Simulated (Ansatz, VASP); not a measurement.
# Mo5Rh: VASP beside Ansatz

```
CELL_PARAMETERS angstrom
0.00000 3.64544 3.64544
3.64544 0.00000 3.64544
3.64544 3.64544 0.00000
ATOMIC_POSITIONS crystal
Mo 0.12402 0.12402 0.12402
Mo 0.12402 0.12402 0.62794
Mo 0.12402 0.62794 0.12402
Mo 0.62794 0.12402 0.12402
Mo 0.75000 0.75000 0.75000
Rh 0.50000 0.50000 0.50000
```

Alike in both runs: functional PBE; k mesh 4 × 4 × 4; occupations gaussian, width 0.2 eV; no spin polarisation.

Ansatz relaxed the structure, and its values are those at the end. VASP's run is a single point on that final structure, the one shown.

|  | VASP | Ansatz |
| --- | --- | --- |
| version | VASP 6.6.1 | Ansatz 0.2.0 |
| potentials or method | VASP PAW PBE potentials, release 64 (Mo_sv, Rh_pv), cutoff 500 eV | scalar-relativistic, plane waves, PAW |
| valence electrons in the cell | 85 | 87 |

```tsv
	VASP	Ansatz	Ansatz less VASP
gap on the k mesh at the Fermi level (eV)	none	none	-
pressure (GPa)	0.3	-0.2	-0.51
rms of the force components (eV/Å)	0.002	0.007	+0.0048
```

A gap of «none» marks a metal or a gap that the smearing closes. VASP's potentials hold 85 valence electrons a cell and Ansatz's 87, so a difference there can come from the potentials and not from the codes.

The k mesh is coarse, so the values compare programs but aren't converged.
